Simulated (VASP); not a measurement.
# HfIn4SiO6: single point with BLYP

HfIn4SiO6:

```
Hf In Si O
1.0
     5.40917    0.02856   -0.02892
    -2.60570    5.01841   -0.01170
    -1.50653   -1.22668    9.68397
Hf In Si O
1 4 1 6
Direct
  0.22684 0.05365 0.39948
  0.15503 0.59027 0.87368
  0.51539 0.70698 0.35099
  0.57279 0.32558 0.11521
  0.87879 0.38012 0.56544
  0.88740 0.95691 0.04048
  0.25118 0.38424 0.48175
  0.95084 0.77772 0.48247
  0.84248 0.65641 0.98467
  0.00303 0.99783 0.21258
  0.13613 0.20870 0.98288
  0.58010 0.96158 0.01037
```

```
Program                : VASP 6.6.1
Task                   : single point
Functional             : BLYP
Potentials or basis    : VASP PAW PBE potentials, release 64 (Hf_pv, In_d, Si, O)
Cutoff                 : 520 eV
k mesh                 : 4 × 4 × 2
Occupations            : fermi-dirac, width 0.05 eV
Spin                   : no spin polarisation
Dipole correction      : no
Further INCAR settings : ALGO = Normal; EDIFF = 1e-07; NBANDS = 63
```

```
Pressure               : 0.0 GPa
Largest force          : 0.156 eV/Å
Band gap on the k mesh : 1.16 eV (least direct gap 1.34 eV)
```

Forces in eV/Å, atoms in the order of the input:
```
Hf  -0.091 -0.001 -0.028
In   0.003 -0.004 -0.026
In   0.003  0.004  0.001
In  -0.001  0.004  0.023
In  -0.005 -0.005  0.007
Si   0.001  0.002  0.037
O    0.025 -0.036 -0.018
O    0.034  0.036 -0.024
O    0.047 -0.109 -0.040
O    0.051  0.002  0.148
O    0.056  0.106 -0.051
O   -0.122  0.000 -0.028
```

Stress tensor (GPa, compression positive):
```
 0.09  0.00 -0.01
 0.00  0.06  0.00
-0.01  0.00 -0.02
```

Levels at points of the mesh, in eV from the valence-band top:
| k point | band 49 | band 50 | band 51 | band 52 | band 53 | band 54 |
| --- | --- | --- | --- | --- | --- | --- |
| (0.00, 0.00, 0.00) | -1.69 | -1.44 | -0.18 | 1.16 | 2.50 | 2.70 |
| (0.50, 0.00, 0.00) | -1.80 | -0.77 | -0.36 | 1.61 | 2.07 | 2.18 |
| (0.00, 0.50, 0.00) | -1.63 | -1.08 | -0.36 | 1.40 | 2.11 | 2.64 |
| (0.50, 0.50, 0.00) | -1.70 | -1.20 | -0.24 | 1.88 | 2.20 | 2.50 |
| (0.00, 0.00, 0.50) | -2.11 | -0.76 | -0.60 | 1.61 | 1.81 | 2.81 |
| (0.50, 0.00, 0.50) | -1.77 | -0.73 | -0.26 | 1.44 | 1.92 | 2.29 |
| (0.00, 0.50, 0.50) | -1.60 | -1.13 | -0.58 | 1.92 | 2.06 | 2.50 |
| (0.50, 0.50, 0.50) | -1.70 | -1.37 | 0.00 | 1.56 | 1.93 | 2.71 |

Run time: 14 min on 1 thread of Intel(R) Xeon(R) Platinum 8259CL CPU @ 2.50GHz (Skylake/Cascade Lake), on a shared host, peak memory 0.53 GiB.

Caveat: the PAW data sets were made with another functional, which shifts forces and pressure a little; spin-orbit coupling is left out, which moves the levels of the heavy elements. A k mesh can miss the band edges.
